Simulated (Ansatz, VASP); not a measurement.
# TiAl in VASP and in Ansatz

```
Ti Al
1.0
     2.84782    0.00000    0.00000
    -1.42391    2.46629    0.00000
     0.00000    0.00000    4.61994
Ti Al
1 1
Cartesian
  0.0000 -0.1127 0.0000
  0.0000 1.8442 2.3100
```

Change from the starting cell: mode 4 (182.5 1/cm) frozen in, largest displacement +0.200 Å.

Alike in both runs: task single point; functional PBEsol; k mesh 24 × 24 × 14; occupations gaussian, width 0.15 eV; no spin polarisation.

```csv
,VASP,Ansatz
version,VASP 6.6.1,Ansatz 0.2.0
potentials or method,"VASP PAW PBE potentials, release 64 (Ti_sv, Al), cutoff 520 eV","scalar-relativistic, plane waves, PAW"
valence electrons in the cell,15,15
```

|  | VASP | Ansatz | Ansatz less VASP |
| --- | --- | --- | --- |
| gap on the k mesh at the Fermi level (eV) | none | none | - |
| pressure (GPa) | 0.7 | 0.7 | +0.02 |
| traceless stress, the component that is largest in VASP (GPa) | -5.88 | -5.84 | +0.041 |
| rms of the force components (eV/Å) | 0.221 | 0.221 | -0.0001 |

VASP's potentials were made for PBE, not for PBEsol. Atom by atom the forces differ by 0.000 eV/Å (rms over components). A gap of «none» marks a metal or a gap that the smearing closes.
